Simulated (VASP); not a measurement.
# F (P6_3/mmc) in VASP: relaxation of cell and atoms with PBE

Aim: the relaxation of cell and atoms of F with PBE.

Program: VASP 6.6.1. These are calculated values, not measurements. Logs are shortened: lines on timing, memory, paths and dates and some standing lists are left out, and cuts for length are marked.

### Step 1. The cell of the first run

The structure is hexagonal, space group P6_3/mmc (No. 194). The conventional cell has a = 2.512 Å, b = 2.512 Å, c = 4.070 Å, α = 90.00°, β = 90.00°, γ = 120.00°. Within 3.3 Å of F (site symmetry -6m2) lie 12 F at 2.50 to 2.51 Å.

### Step 2. Relaxation of cell and atoms, PBE

INCAR reads:

```
PREC = Accurate
ENCUT = 600
EDIFF = 1E-6
ISMEAR = -1
SIGMA = 0.08
LREAL = False
LASPH = True
NELM = 80
ALGO = Normal
ISIF = 3
LWAVE = False
LCHARG = False
GGA = PE
IBRION = 2
NSW = 100
EDIFFG = -0.005
```

KPOINTS reads:

```
regular mesh
0
Gamma
  19 19 10
```

POSCAR reads:

```
F
1.0
    2.5123336524      0.0000000000      0.0000000000
   -1.2561668262      2.1757447658      0.0000000000
    0.0000000000      0.0000000000      4.0699805169
F
2
Direct
    0.3333333333      0.6666666667      0.2500000000
    0.6666666667      0.3333333333      0.7500000000
```

Potentials or basis: VASP PAW PBE potentials, release 64 (F).

The run is started by

```
> cat potpaw_PBE.64/F/POTCAR > POTCAR
> mpirun -np 1 vasp_std > vasp.out
```

OUTCAR:

```text
PREC = Accurate
   ENCUT = 600
   EDIFF = 1E-6
   ISMEAR = -1
   LREAL = False
   LASPH = True
   NELM = 80
   ISIF = 3
   GGA = PE
   IBRION = 2
   NSW = 100
   EDIFFG = -0.005

 ion  position               nearest neighbor table
   1  0.333  0.667  0.250-
   2  0.667  0.333  0.750-

  LATTYP: Found a hexagonal cell.
 ALAT       =     2.5123336524
 C/A-ratio  =     1.6200000000

  Lattice vectors:

 A1 = (   2.5123336524,   0.0000000000,   0.0000000000)
 A2 = (  -1.2561668262,   2.1757447658,   0.0000000000)
 A3 = (   0.0000000000,   0.0000000000,   4.0699805169)

Analysis of symmetry for initial positions (statically):
=====================================================================
 Subroutine PRICEL returns:
 Original cell was already a primitive cell.

 Routine SETGRP: Setting up the symmetry group for a
 hexagonal supercell.

 Subroutine GETGRP returns: Found 24 space group operations
 (whereof 12 operations were pure point group operations)
 out of a pool of 24 trial point group operations.

The static configuration has the point symmetry D_3d.
 The point group associated with its full space group is D_6h.

Analysis of symmetry for dynamics (positions and initial velocities):
=====================================================================
 Subroutine PRICEL returns:
 Original cell was already a primitive cell.

 Routine SETGRP: Setting up the symmetry group for a
 hexagonal supercell.

 Subroutine GETGRP returns: Found 24 space group operations
 (whereof 12 operations were pure point group operations)
 out of a pool of 24 trial point group operations.

The dynamic configuration has the point symmetry D_3d.
 The point group associated with its full space group is D_6h.

 Subroutine INISYM returns: Found 24 space group operations
 (whereof 12 operations are pure point group operations),
 and found     1 'primitive' translations

----------------------------------------------------------------------------------------

                                     Primitive cell

  volume of cell :      22.2473

  direct lattice vectors                    reciprocal lattice vectors
     2.512333652  0.000000000  0.000000000     0.398036303  0.229806367  0.000000000
    -1.256166826  2.175744766  0.000000000     0.000000000  0.459612734  0.000000000
     0.000000000  0.000000000  4.069980517     0.000000000  0.000000000  0.245701422

  length of vectors
     2.512333652  2.512333652  4.069980517     0.459612734  0.459612734  0.245701422

  position of ions in fractional coordinates (direct lattice)
     0.333333333  0.666666667  0.250000000
     0.666666667  0.333333333  0.750000000

  ion indices of the primitive-cell ions
   primitive index   ion index
                 1           1
                 2           2

----------------------------------------------------------------------------------------

 KPOINTS: regular mesh

Automatic generation of k-mesh.
 Grid dimensions read from file:
 generate k-points for:   19   19   10

 Generating k-lattice:

  Cartesian coordinates                     Fractional coordinates (reciprocal lattice)
     0.020949279  0.012095072  0.000000000     0.052631579  0.000000000  0.000000000
     0.000000000  0.024190144  0.000000000     0.000000000  0.052631579  0.000000000
     0.000000000  0.000000000  0.024570142     0.000000000  0.000000000  0.100000000

  Length of vectors
     0.024190144  0.024190144  0.024570142

  Shift w.r.t. Gamma in fractional coordinates (k-lattice)
     0.000000000  0.000000000  0.000000000

 Subroutine IBZKPT returns following result:
 ===========================================

 Found    240 irreducible k-points:

 Following reciprocal coordinates:
            Coordinates               Weight
  0.000000  0.000000  0.000000      1.000000
  0.052632  0.000000  0.000000      6.000000
  0.105263  0.000000  0.000000      6.000000
  0.157895  0.000000  0.000000      6.000000
  0.210526  0.000000  0.000000      6.000000
  0.263158  0.000000  0.000000      6.000000
[... 16 lines left out ...]
  0.263158  0.105263  0.000000     12.000000
  0.315789  0.105263  0.000000     12.000000
 [... further k-points ...]
   k-points           NKPTS =    240   k-points in BZ     NKDIM =    240   number of bands    NBANDS=     11
   number of dos      NEDOS =    301   number of ions     NIONS =      2
   total plane-waves  NPLWV =  14400
   dimension x,y,z NGX =    20 NGY =   20 NGZ =   36
   dimension x,y,z NGXF=    40 NGYF=   40 NGZF=   72
   ions per type =               2
   NGX,Y,Z   is equivalent  to a cutoff of  13.23, 13.23, 14.70 a.u.
   NGXF,Y,Z  is equivalent  to a cutoff of  26.47, 26.47, 29.41 a.u.
 SYSTEM =  unknown system
   PREC   = accura    normal or accurate (medium, high low for compatibility)
   ISTART =      0    job   : 0-new  1-cont  2-samecut
   ICHARG =      2    charge: 1-file 2-atom 10-const
   ISPIN  =      1    spin polarized calculation?
   LNONCOLLINEAR =      F non collinear calculations
   LSORBIT =      F    spin-orbit coupling
   LASPH  =      T    aspherical Exc in radial PAW
   ENCUT  =  600.0 eV  44.10 Ry    6.64 a.u.   5.02  5.02  8.13*2*pi/ulx,y,z
   NELM   =     80;   NELMIN=  2; NELMDL= -5     # of ELM steps
   EDIFF  = 0.1E-05   stopping-criterion for ELM
   LREAL  =      F    real-space projection
   EDIFFG = -.5E-02   stopping-criterion for IOM
   NSW    =    100    number of steps for IOM
   IBRION =      2    ionic relax: 0-MD 1-quasi-New 2-CG
   NFREE  =      1    steps in history (QN), initial steepest desc. (CG)
   ISIF   =      3    stress and relaxation
   ISYM   =      2    0-nonsym 1-usesym 2-fastsym
   POTIM  = 0.5000    time-step for ionic-motion
   TEBEG  =    0.0;   TEEND  =   0.0 temperature during run
   PSTRESS=    0.0 pullay stress
   NELECT =      14.0000    total number of electrons
   NUPDOWN=      -1.0000    fix difference up-down
   EMIN   =  10.00;   EMAX   =-10.00  energy-range for DOS
   EFERMI =   0.00;   METHOD = LEGACY
   ISMEAR =    -1;   SIGMA  =   0.08  broadening in eV -4-tet -1-fermi 0-gaus
   EFERMI_NEDOS =   21; number of points for ismear=-14 and -15
   IALGO  =     38    algorithm
   IMIX   =      4    mixing-type and parameters
     AMIX     =   0.40;   BMIX     =  1.00
     AMIX_MAG =   1.60;   BMIX_MAG =  1.00
  volume/ion in A,a.u.               =      11.12        75.07
  Fermi-wavevector in a.u.,A,eV,Ry     =   1.402894  2.651086 26.777799  1.968113
  Thomas-Fermi vector in A             =   2.525611
   LORBIT       =      0    0 simple, 1 ext, 2 COOP (PROOUT), +10 PAW based schemes
   GGA     = PE    functional components
   LHFCALC =     F    Hartree Fock is set to
   AEXX    =    0.0000 exact exchange contribution
   IVDW    =     0    specifies the selected vdW correction
   LEPSILON=     F    determine dielectric tensor
   LRPA    =     F    only Hartree local field effects (RPA)
 conjugate gradient relaxation of ions
 non-spin polarized calculation
  energy-cutoff  :      600.00
  volume of cell :       22.25
 maximum number of plane-waves:       768
 NGX is ok and might be reduce to    20
   NGX =  9   NGY =  9   NGZ = 17

--------------------------------------- Ionic step        1  -------------------------------------------

 number of electron      13.9999986 magnetization

 Free energy of the ion-electron system (eV)
  ---------------------------------------------------
  ext. energy  EPLUGINS =         0.00000000
  ---------------------------------------------------
  free energy    TOTEN  =        -1.55570105 eV

  energy without entropy =       -1.41321514  energy(sigma->0) =       -1.48445809

------------------------ aborting loop because EDIFF is reached ----------------------------------------

  FORCE on cell =-STRESS in cart. coord.  units (eV):
  Direction    XX          YY          ZZ          XY          YZ          ZX
  --------------------------------------------------------------------------------------
  -------------------------------------------------------------------------------------
  Total       -0.4060117     -0.4060117     -0.5854344     -0.0000000     -0.0000000      0.0000000
  in kB      -29.2396110    -29.2396110    -42.1610307     -0.0000000     -0.0000000      0.0000000
  external PRESSURE =     -33.5467509 kB  Pullay stress =       0.0000000 kB
[... 89 lines left out ...]
  FREE ENERGIE OF THE ION-ELECTRON SYSTEM (eV)
  ---------------------------------------------------
  free  energy   TOTEN  =        -1.5801321751 eV

  energy  without entropy=       -1.4514577952  energy(sigma->0) =       -1.51579499

 E-fermi :  -3.2808     XC(G=0):  -9.9851

 val. band max:       -3.2816797125   @ k =   0.1579   0.1579   0.1000
 cond. band min:      -3.2762204809   @ k =   0.1053   0.0526   0.3000
 fundamental gap:      0.0054592316
 Fermi energy:        -3.2807843256

 k-point     1 :       0.0000    0.0000    0.0000
  band No.  band energies     occupation
      1     -25.5340      2.00000
      2     -22.4341      2.00000
      3      -6.4771      2.00000
      4      -5.2721      2.00000
      5      -5.2721      2.00000
      6      -3.4795      1.84609
      7      -3.4795      1.84606
      8      -2.8279      0.00693
      9       9.3040      0.00000
     10      16.5752      0.00000
     11      23.2049      0.00000
[... 309 lines left out ...]
 k-point    24 :       0.3158    0.1053    0.0000
  band No.  band energies     occupation
      1     -24.6081      2.00000
      2     -23.1444      2.00000
      3      -6.5401      2.00000
      4      -5.7701      2.00000
      5      -5.5031      2.00000
      6      -4.3249      2.00000
      7      -3.7994      1.99695
      8      -3.1128      0.21816
      9      12.5630      0.00000
     10      17.1184      0.00000
     11      18.2793      0.00000

 [... further k-points ...]

[... ionic steps 4 to 24 ...]

--------------------------------------- Ionic step       25  -------------------------------------------

 number of electron      14.0000015 magnetization

------------------------ aborting loop because EDIFF is reached ----------------------------------------

  FORCE on cell =-STRESS in cart. coord.  units (eV):
  Direction    XX          YY          ZZ          XY          YZ          ZX
  --------------------------------------------------------------------------------------
  -------------------------------------------------------------------------------------
  Total        0.0231217      0.0231217     -0.0355358     -0.0000000      0.0000000      0.0000000
  in kB        1.7946974      1.7946974     -2.7582820     -0.0000000      0.0000000      0.0000000
  external PRESSURE =       0.2770376 kB  Pullay stress =       0.0000000 kB
[... 57 lines left out ...]
  energy  without entropy=       -1.8692512863  energy(sigma->0) =       -1.91186706

--------------------------------------- Ionic step       27  -------------------------------------------

 number of electron      14.0000013 magnetization

 Free energy of the ion-electron system (eV)
  ---------------------------------------------------
  ext. energy  EPLUGINS =         0.00000000
  ---------------------------------------------------
  free energy    TOTEN  =        -1.95449651 eV

  energy without entropy =       -1.86916508  energy(sigma->0) =       -1.91183079

 E-fermi :  -3.2003     XC(G=0): -10.0695

 val. band max:       -3.2022469805   @ k =   0.2105   0.0526   0.1000
 cond. band min:      -3.1966941431   @ k =   0.3684   0.2105   0.1000
 fundamental gap:      0.0055528373
 Fermi energy:        -3.2003042427

 k-point     1 :       0.0000    0.0000    0.0000
  band No.  band energies     occupation
      1     -25.4775      2.00000
      2     -22.3704      2.00000
      3      -6.6013      2.00000
      4      -5.0576      2.00000
      5      -5.0576      2.00000
      6      -3.3658      1.77574
      7      -3.3658      1.77572
      8      -2.7046      0.00407
      9       9.5473      0.00000
     10      16.5201      0.00000
     11      23.8137      0.00000
[... 309 lines left out ...]
 k-point    24 :       0.3158    0.1053    0.0000
  band No.  band energies     occupation
      1     -24.5125      2.00000
      2     -23.0414      2.00000
      3      -6.4276      2.00000
      4      -5.6401      2.00000
      5      -5.5508      2.00000
      6      -4.2968      2.00000
      7      -3.7335      1.99745
      8      -3.0525      0.27224
      9      12.9387      0.00000
     10      17.4005      0.00000
     11      18.4243      0.00000

 [... further k-points ...]

------------------------ aborting loop because EDIFF is reached ----------------------------------------

  FORCE on cell =-STRESS in cart. coord.  units (eV):
  Direction    XX          YY          ZZ          XY          YZ          ZX
  --------------------------------------------------------------------------------------
  -------------------------------------------------------------------------------------
  Total        0.0097561      0.0097561      0.0062908      0.0000000     -0.0000000      0.0000000
  in kB        0.7573334      0.7573334      0.4883363      0.0000000     -0.0000000      0.0000000
  external PRESSURE =       0.6676677 kB  Pullay stress =       0.0000000 kB
[... 17 lines left out ...]
  FREE ENERGIE OF THE ION-ELECTRON SYSTEM (eV)
  ---------------------------------------------------
  free  energy   TOTEN  =        -1.9544965097 eV

  energy  without entropy=       -1.8691650760  energy(sigma->0) =       -1.91183079

 reached required accuracy - stopping structural energy minimisation
```

It took 18 min on 1 thread of Intel Xeon 8259CL, shared host; peak memory 0.21 GiB.

What came out:

```yaml
Free_energy: -1.9545 eV
Relaxed_volume: 10.32 Å³/atom
Relaxed_cell: a = 2.839 Å, b = 2.839 Å, c = 2.957 Å, α = 90.00°, β = 90.00°, γ = 120.00°
Space_group_after_relaxing_to_0.1_Å: P6_3/mmc (No. 194)
Energy_gained_by_relaxing: 199.4 meV/atom
Ionic_steps: 27
Pressure_after_relaxing: 0.1 GPa
Band_gap_on_the_k_mesh: zero (bands 7 and 8 overlap by 1.51 eV)
```

Step by step:
| step | energy change (eV) | largest force (eV/Å) | pressure (GPa) | volume (Å³) |
| --- | --- | --- | --- | --- |
| 1 | 0.0000 | 0.0000 | -3.35 | 22.25 |
| 2 | -0.0139 | 0.0000 | -2.32 | 21.51 |
| 3 | -0.0244 | 0.0000 | -0.19 | 20.41 |
| 4 | -0.0247 | 0.0000 | 0.35 | 20.19 |
| 5 | -0.0299 | 0.0000 | 0.57 | 20.09 |
| 6 | -0.0602 | 0.0000 | 1.20 | 19.79 |
| 7 | -0.1656 | 0.0000 | 3.11 | 19.10 |
| 8 | -0.2587 | 0.0000 | 15.28 | 17.43 |
| 9 | -0.2782 | 0.0000 | 10.30 | 17.93 |
| 10 | -0.2770 | 0.0000 | 11.79 | 17.76 |
| 11 | -0.2774 | 0.0000 | 11.86 | 17.76 |
| 12 | -0.2787 | 0.0000 | 12.05 | 17.75 |
| 13 | -0.2806 | 0.0000 | 12.46 | 17.73 |
| 14 | -0.2813 | 0.0000 | 13.35 | 17.69 |
| 15 | -0.2842 | 0.0000 | 13.15 | 17.72 |
| 16 | -0.2927 | 0.0000 | 12.57 | 17.82 |
| 17 | -0.3085 | 0.0000 | 11.43 | 18.02 |
| 18 | -0.3359 | 0.0000 | 9.36 | 18.42 |
| 19 | -0.3749 | 0.0000 | 5.64 | 19.24 |
| 20 | -0.3933 | 0.0000 | -0.68 | 20.91 |
| 21 | -0.3961 | 0.0000 | 0.95 | 20.45 |
| 22 | -0.3961 | 0.0000 | 0.74 | 20.50 |
| 23 | -0.3967 | 0.0000 | 0.68 | 20.52 |
| 24 | -0.3980 | 0.0000 | 0.45 | 20.56 |
| 25 | -0.3987 | 0.0000 | 0.03 | 20.64 |
| 26 | -0.3988 | 0.0000 | 0.13 | 20.62 |
| 27 | -0.3988 | 0.0000 | 0.07 | 20.64 |

Final structure:
```
F
1.0
     2.83906    0.00000    0.00000
    -1.41953    2.45870    0.00000
     0.00000    0.00000    2.95678
F
2
Direct
  0.33333 0.66667 0.25000
  0.66667 0.33333 0.75000
```

Levels at points of the mesh, in eV from the Fermi level:
```tsv
k point	band 5	band 6	band 7	band 8	band 9	band 10
(0.00, 0.00, 0.00)	-1.86	-0.17	-0.17	0.50	12.75	19.72
(0.00, 0.00, 0.50)	-0.98	-0.98	-0.98	-0.98	16.88	16.88
```

Caveat: a cell axis changed by over 15 % at a fixed basis, so the end point is rough.
